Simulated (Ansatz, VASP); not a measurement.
**Two plane-wave programs on KCl**

```
CELL_PARAMETERS angstrom
0.00000 3.14554 3.14554
3.14554 0.00000 3.14554
3.14554 3.14554 0.00000
ATOMIC_POSITIONS crystal
K 0.00000 0.00000 0.00000
Cl 0.50000 0.50000 0.50000
```

Change from the starting cell: volume scaled by 0.99, PAW files.

Alike in both runs: task electric field gradients; functional PBEsol; k mesh 7 × 7 × 7; occupations fermi-dirac, width 0.03 eV; no spin polarisation.

```csv
,VASP,Ansatz
version,VASP 6.6.1,Ansatz 0.2.0
potentials or method,"VASP PAW PBE potentials, release 64 (K_sv, Cl)","PAW with Ansatz's default frozen-core files, scalar-relativistic"
plane-wave cutoff (eV),520,420
valence electrons in the cell,16,16
```

|  | VASP | Ansatz | Ansatz less VASP |
| --- | --- | --- | --- |
| gap on the k mesh at the Fermi level (eV) | 5.03 | 5.03 | +0.004 |
| pressure (GPa) | -0.4 | -0.4 | -0.04 |

VASP's potentials were made for PBE, not for PBEsol. With one functional, cell and mesh, what is left measures potentials, basis and numerics.
